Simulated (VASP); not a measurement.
Set up this calculation in VASP 6.6.1, as the native input.

```
Task                   : electric field gradients
Functional             : PBE
Potentials or basis    : VASP PAW PBE potentials, release 64 (Sc_sv)
Cutoff                 : 520 eV
k mesh                 : 10 × 10 × 6
Occupations            : fermi-dirac, width 0.05 eV
Spin                   : no spin polarisation
Dipole correction      : no
Further INCAR settings : ALGO = Normal; EDIFF = 1e-08; NBANDS = 18
```

The structure of Sc lies in POSCAR:

```
Sc
1.0
    3.3090000000      0.0000000000      0.0000000000
   -1.6545000000      2.8656780611      0.0000000000
    0.0000000000      0.0000000000      5.2733000000
Sc
2
Direct
    0.3333333333      0.6666666667      0.2500000000
    0.6666666667      0.3333333333      0.7500000000
```

The input as run:

INCAR

```
PREC = Accurate
ENCUT = 520
EDIFF = 1E-8
ISMEAR = -1
SIGMA = 0.05
LREAL = False
LASPH = True
NELM = 80
ALGO = Normal
ISIF = 2
LWAVE = False
LCHARG = False
GGA = PE
LEFG = True
NBANDS = 18
```

KPOINTS

```
regular mesh
0
Gamma
  10 10 6
```

Potentials or basis: VASP PAW PBE potentials, release 64 (Sc_sv).

Launch:

```console
$ cat potpaw_PBE.64/Sc_sv/POTCAR > POTCAR
$ mpirun -np 1 vasp_std > vasp.out
```

It gave:

The pressure is -0.7 GPa. The band gap on the k mesh is zero (band 11 reaches 4.48 eV, above the bottom of band 12 at 3.14 eV).

Caveat: without QUAD_EFG the Cq values of the log hold for a quadrupole moment of 1 mb, not for the nuclei.

It took 39 s on 1 thread of Oxide Virtual Turin-like Processor, with other jobs on the host, peak memory 0.16 GiB.
